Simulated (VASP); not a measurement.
# MoS2 (R3m) in VASP: notebook

MoS2 is run at these levels: PBE+D3(BJ); tasks: single point.

Program: VASP 6.6.1. These are calculated values, not measurements. Logs are shortened: lines on timing, memory, paths and dates and some standing lists are left out, and cuts for length are marked.

## (1) The cell of the first run

The structure is trigonal, space group R3m (No. 160). Conventional cell: a = 3.248 Å, b = 3.248 Å, c = 18.529 Å, α = 90.00°, β = 90.00°, γ = 120.00°. Mo (site symmetry 3m) has 6 S at 2.47 Å and 6 Mo at 3.25 Å within 3.3 Å. S (site symmetry 3m) has 3 Mo at 2.47 Å and 7 S at 3.22 to 3.25 Å within 3.3 Å. Within 3.3 Å of S (site symmetry 3m) lie 3 Mo at 2.47 Å and 7 S at 3.22 to 3.25 Å.

## (2) Single point, PBE+D3(BJ) (strain +0.030 along x and y, +0.030 along z)

INCAR

```
ALGO     = Normal         # electronic algorithm
EDIFF    = 1E-6           # SCF threshold, eV
ENCUT    = 520            # plane-wave cutoff, eV
GGA      = PE             # functional
ISIF     = 2              # what is computed and relaxed
ISMEAR   = 0              # smearing method
IVDW     = 12             # dispersion correction
LASPH    = True           # aspherical terms in the spheres
LCHARG   = False          # write CHGCAR
LREAL    = False          # projectors in reciprocal space
LWAVE    = False          # write WAVECAR
NBANDS   = 20             # bands
NELM     = 60             # most SCF steps
PREC     = Accurate       # precision mode
SIGMA    = 0.05           # smearing width, eV
```

KPOINTS

```
k-points
0
Gamma
  12 12 12
```

POSCAR

```
MoS2
1.0
    1.6237686103      0.9374832442      6.1764310353
   -1.6237686103      0.9374832442      6.1764310353
    0.0000000000     -1.8749664885      6.1764310353
Mo S
1 2
Direct
    0.0000172715      0.0000172715      0.0000172715
    0.7535591261      0.7535591261      0.7535591261
    0.5797236024      0.5797236024      0.5797236024
```

Potentials or basis: VASP PAW PBE potentials, release 64 (Mo_sv, S).

Run with:

```bash
$ cat potpaw_PBE.64/Mo_sv/POTCAR potpaw_PBE.64/S/POTCAR > POTCAR
$ mpirun -np 1 vasp_std > vasp.out
```

OUTCAR:

```text
EDIFF = 1E-6
   ENCUT = 520
   GGA = PE
   ISIF = 2
   ISMEAR = 0
   IVDW = 12
   LASPH = True
   LREAL = False
   NELM = 60
   PREC = Accurate
 IVDW          = 12

 ion  position               nearest neighbor table
   1  0.000  0.000  0.000-   2 2.47   2 2.47   2 2.47   3 2.47   3 2.47   3 2.47
   2  0.754  0.754  0.754-   1 2.47   1 2.47   1 2.47
   3  0.580  0.580  0.580-   1 2.47   1 2.47   1 2.47

  LATTYP: Found a trigonal (rhomboedric) cell.
 ALAT       =     6.4547501630
 COS(alpha) =     0.8734333152

  Lattice vectors:

 A1 = (   1.6237686103,   0.9374832442,   6.1764310353)
 A2 = (  -1.6237686103,   0.9374832442,   6.1764310353)
 A3 = (   0.0000000000,  -1.8749664885,   6.1764310353)

Analysis of symmetry for initial positions (statically):
=====================================================================
 Subroutine PRICEL returns:
 Original cell was already a primitive cell.

 Routine SETGRP: Setting up the symmetry group for a
 trigonal (rhombohedral) supercell.

 Subroutine GETGRP returns: Found  6 space group operations
 (whereof  6 operations were pure point group operations)
 out of a pool of 12 trial point group operations.

The static configuration has the point symmetry C_3v.

Analysis of symmetry for dynamics (positions and initial velocities):
=====================================================================
 Subroutine PRICEL returns:
 Original cell was already a primitive cell.

 Routine SETGRP: Setting up the symmetry group for a
 trigonal (rhombohedral) supercell.

 Subroutine GETGRP returns: Found  6 space group operations
 (whereof  6 operations were pure point group operations)
 out of a pool of 12 trial point group operations.

The dynamic configuration has the point symmetry C_3v.

 Subroutine INISYM returns: Found  6 space group operations
 (whereof  6 operations are pure point group operations),
 and found     1 'primitive' translations

----------------------------------------------------------------------------------------

                                     Primitive cell

  volume of cell :      56.4127

  direct lattice vectors                    reciprocal lattice vectors
     1.623768610  0.937483244  6.176431035     0.307925647  0.177780955  0.053968600
    -1.623768610  0.937483244  6.176431035    -0.307925647  0.177780955  0.053968600
     0.000000000 -1.874966488  6.176431035     0.000000000 -0.355561910  0.053968600

  length of vectors
[... 83 lines left out ...]
   NELM   =     60;   NELMIN=  2; NELMDL= -5     # of ELM steps
   EDIFF  = 0.1E-05   stopping-criterion for ELM
   LREAL  =      F    real-space projection
   EDIFFG = 0.1E-04   stopping-criterion for IOM
   NSW    =      0    number of steps for IOM
   IBRION =     -1    ionic relax: 0-MD 1-quasi-New 2-CG
   NFREE  =      0    steps in history (QN), initial steepest desc. (CG)
   ISIF   =      2    stress and relaxation
   ISYM   =      2    0-nonsym 1-usesym 2-fastsym
   POTIM  = 0.5000    time-step for ionic-motion
   TEBEG  =    0.0;   TEEND  =   0.0 temperature during run
   PSTRESS=    0.0 pullay stress
   NELECT =      26.0000    total number of electrons
   NUPDOWN=      -1.0000    fix difference up-down
   EMIN   =  10.00;   EMAX   =-10.00  energy-range for DOS
   EFERMI =   0.00;   METHOD = LEGACY
   ISMEAR =     0;   SIGMA  =   0.05  broadening in eV -4-tet -1-fermi 0-gaus
   EFERMI_NEDOS =   21; number of points for ismear=-14 and -15
   IALGO  =     38    algorithm
   IMIX   =      4    mixing-type and parameters
     AMIX     =   0.40;   BMIX     =  1.00
     AMIX_MAG =   1.60;   BMIX_MAG =  1.00
  volume/ion in A,a.u.               =      18.80       126.90
  Fermi-wavevector in a.u.,A,eV,Ry     =   1.264563  2.389677 21.757340  1.599119
  Thomas-Fermi vector in A             =   2.397862
   LORBIT       =      0    0 simple, 1 ext, 2 COOP (PROOUT), +10 PAW based schemes
   GGA     = PE    functional components
   LHFCALC =     F    Hartree Fock is set to
   AEXX    =    0.0000 exact exchange contribution
   IVDW    =    12    specifies the selected vdW correction
   LEPSILON=     F    determine dielectric tensor
   LRPA    =     F    only Hartree local field effects (RPA)
 non-spin polarized calculation
 Gauss-broadening in eV      SIGMA  =   0.05
  energy-cutoff  :      520.00
  volume of cell :       56.41
 maximum number of plane-waves:      1540
   NGX = 23   NGY = 23   NGZ = 23

 number of electron      25.9999998 magnetization

 Free energy of the ion-electron system (eV)
  ---------------------------------------------------
  ext. energy  EPLUGINS =         0.00000000
  ---------------------------------------------------
  free energy    TOTEN  =       -21.69483980 eV

  energy without entropy =      -21.69483980  energy(sigma->0) =      -21.69483980

 E-fermi :   7.0424     XC(G=0): -10.6180

 val. band max:        6.8415965694   @ k =   0.5000   0.5000   0.5000
 cond. band min:       7.7101404344   @ k =  -0.1667   0.1667   0.0000
 fundamental gap:      0.8685438650
 Fermi energy:         7.0423505423

 k-point     1 :       0.0000    0.0000    0.0000
  band No.  band energies     occupation
      1     -54.7306      2.00000
      2     -28.8169      2.00000
      3     -28.6643      2.00000
      4     -28.6643      2.00000
      5      -7.6664      2.00000
      6      -6.1619      2.00000
[... 541 lines left out ...]
     19      14.9650      0.00000
     20      15.2026      0.00000

 [... further k-points ...]

------------------------ aborting loop because EDIFF is reached ----------------------------------------

 Edisp (eV)   -1.20561

 E8    (eV) :    -0.4864

  FORCE on cell =-STRESS in cart. coord.  units (eV):
  Direction    XX          YY          ZZ          XY          YZ          ZX
  --------------------------------------------------------------------------------------
  -------------------------------------------------------------------------------------
  Total      -3.88701    -3.88701    -4.37779     0.00000     0.00000     0.00000
  in kB    -110.39506  -110.39506  -124.33385     0.00000     0.00000     0.00000
  external pressure =     -115.04 kB  Pullay stress =        0.00 kB

 VOLUME and BASIS-vectors are now :
 -----------------------------------------------------------------------------
  energy-cutoff  :      520.00
  volume of cell :       56.41
      direct lattice vectors                 reciprocal lattice vectors
     1.623768610  0.937483244  6.176431035     0.307925647  0.177780955  0.053968600
    -1.623768610  0.937483244  6.176431035    -0.307925647  0.177780955  0.053968600
     0.000000000 -1.874966488  6.176431035     0.000000000 -0.355561910  0.053968600

 POSITION                                       TOTAL-FORCE (eV/Angst)
 -----------------------------------------------------------------------------------
      0.00000     -0.00000      0.00032         0.000000      0.000000     -0.001230
      0.00000     -0.00000     13.96292         0.000000      0.000000     -1.253485
      0.00000     -0.00000     10.74187         0.000000     -0.000000      1.254716
 -----------------------------------------------------------------------------------
    total drift:                                0.000000      0.000000      0.000020

  FREE ENERGIE OF THE ION-ELECTRON SYSTEM (eV)
  ---------------------------------------------------
  free  energy   TOTEN  =       -22.9004457775 eV

  energy  without entropy=      -22.9004457775  energy(sigma->0) =      -22.90044578
```

OSZICAR:

```text
N       E                     dE             d eps       ncg     rms          rms(c)
DAV:   1     0.180313686257E+03    0.18031E+03   -0.13343E+04  7584   0.122E+03
DAV:   2    -0.158096038423E+02   -0.19612E+03   -0.19080E+03  9164   0.311E+02
DAV:   3    -0.232653300869E+02   -0.74557E+01   -0.73737E+01  9340   0.567E+01
DAV:   4    -0.233536534957E+02   -0.88323E-01   -0.88272E-01  9260   0.656E+00
DAV:   5    -0.233549710779E+02   -0.13176E-02   -0.13175E-02  9500   0.783E-01    0.202E+01
DAV:   6    -0.223109809001E+02    0.10440E+01   -0.14580E+01  7872   0.214E+01    0.874E+00
DAV:   7    -0.217927374404E+02    0.51824E+00   -0.56259E+00  7668   0.128E+01    0.498E+00
DAV:   8    -0.216953254223E+02    0.97412E-01   -0.54712E-01  8616   0.435E+00    0.169E+00
DAV:   9    -0.216961308535E+02   -0.80543E-03   -0.24007E-02  8796   0.958E-01    0.554E-01
DAV:  10    -0.216949297601E+02    0.12011E-02   -0.12469E-02  8412   0.725E-01    0.194E-01
DAV:  11    -0.216948689814E+02    0.60779E-04   -0.57401E-04  8772   0.165E-01    0.713E-02
DAV:  12    -0.216948223143E+02    0.46667E-04   -0.14160E-04  8780   0.736E-02    0.546E-02
DAV:  13    -0.216948399000E+02   -0.17586E-04   -0.66719E-05  8096   0.505E-02    0.151E-02
DAV:  14    -0.216948397983E+02    0.10175E-06   -0.30228E-06  9040   0.107E-02
   1 F= -.22900446E+02 E0= -.22900446E+02  d E =-.169762E-11
```

stdout:

```text
POSCAR found type information on POSCAR MoS
 POSCAR found :  2 types and       3 ions
 scaLAPACK will be used
 LDA part: xc-table for (Slater+PW92), standard interpolation
 POSCAR, INCAR and KPOINTS ok, starting setup
 FFT: planning ... GRIDC
 FFT: planning ... GRID_SOFT
 FFT: planning ... GRID
 WAVECAR not read
 entering main loop
```

Run time: 6 min. Hardware: 1 thread of Intel Xeon Platinum 8488C (Sapphire Rapids), shared host; peak memory 0.45 GiB.

What came out:

```yaml
Free_energy: -22.9004 eV
Pressure: -11.5 GPa
Largest_force: 1.255 eV/Å
Band_gap_on_the_k_mesh: 0.87 eV (least direct gap 1.56 eV)
Dispersion_energy_per_atom: -0.402 eV
```

Forces in eV/Å, atoms in the order of the input:
```
Mo   0.000  0.000 -0.001
S    0.000  0.000 -1.253
S    0.000  0.000  1.255
```

Caveat: the cell differs from its parent crystal (strain +0.030 along x and y, +0.030 along z); the cell stands under tension; forces of over 1 eV/Å act on the atoms, so gaps and moduli don't describe the material at rest. A k mesh can miss the band edges.

## (3) Single point, PBE+D3(BJ) (strain -0.030 along x and y, +0.030 along z)

INCAR

```
SYSTEM = MoS2
PREC     = Accurate       ! precision mode
ENCUT    = 520            ! plane-wave cutoff, eV
EDIFF    = 1E-7           ! SCF threshold, eV
ISMEAR   = 0              ! smearing method
SIGMA    = 0.05           ! smearing width, eV
LREAL    = .False.        ! projectors in reciprocal space
LASPH    = .True.         ! aspherical terms in the spheres
NELM     = 80             ! most SCF steps
ALGO     = Normal         ! electronic algorithm
ISIF     = 2              ! what is computed and relaxed
LWAVE    = .False.        ! write WAVECAR
LCHARG   = .True.         ! write CHGCAR
GGA      = PE             ! functional
IVDW     = 12             ! dispersion correction
LELF     = .True.         ! ELF
LVHAR    = .True.       
NBANDS   = 20             ! bands
```

KPOINTS

```
regular mesh
0
Gamma
  12 12 12
  0 0 0
```

POSCAR

```
MoS2
1.0
    1.5291801475      0.8828725698      6.1764310353
   -1.5291801475      0.8828725698      6.1764310353
    0.0000000000     -1.7657451397      6.1764310353
Mo S
1 2
Direct
    0.0000172715      0.0000172715      0.0000172715
    0.7535591261      0.7535591261      0.7535591261
    0.5797236024      0.5797236024      0.5797236024
```

Potentials or basis: VASP PAW PBE potentials, release 64 (Mo_sv, S).

Run with:

```bash
$ cat potpaw_PBE.64/Mo_sv/POTCAR potpaw_PBE.64/S/POTCAR > POTCAR
$ mpirun -np 1 vasp_std > vasp.out
```

It took 5.6 min on 1 thread of Intel Xeon 6975P-C (Granite Rapids), shared host; peak memory 0.42 GiB.

It converged, with:

```yaml
Free_energy: -22.9953 eV
Pressure: 4.5 GPa
Largest_force: 0.243 eV/Å
Band_gap_on_the_k_mesh: 1.00 eV (least direct gap 2.10 eV)
Dispersion_energy_per_atom: -0.455 eV
```

Forces on the atoms (eV/Å):
```
Mo   0.000  0.000 -0.003
S    0.000  0.000 -0.240
S    0.000  0.000  0.243
```

Stress tensor (GPa, compression positive):
```
 8.20  0.00  0.00
 0.00  8.20  0.00
 0.00  0.00 -3.04
```

Levels at points of the mesh, in eV from the valence-band top:
| k point | band 9 | band 10 | band 11 | band 12 | band 13 | band 14 | band 15 | band 16 | band 17 | band 18 |
| --- | --- | --- | --- | --- | --- | --- | --- | --- | --- | --- |
| (0.00, 0.00, 0.00) | -2.69 | -1.53 | -1.53 | -1.41 | -1.19 | 2.64 | 2.64 | 2.90 | 2.90 | 6.54 |
| (0.50, 0.00, 0.00) | -4.83 | -3.45 | -2.35 | -1.26 | -0.89 | 2.41 | 2.52 | 3.81 | 3.94 | 5.80 |
| (0.50, 0.50, 0.00) | -4.51 | -3.36 | -2.99 | -1.13 | -1.00 | 2.37 | 2.74 | 3.42 | 4.31 | 6.50 |
| (0.50, 0.50, 0.50) | -2.70 | -2.70 | -1.50 | -1.50 | 0.00 | 2.72 | 2.72 | 2.78 | 2.78 | 6.61 |

Caveat: the cell differs from its parent crystal (strain -0.030 along x and y, +0.030 along z); the cell stands under pressure.

[end of part 1 of 2]
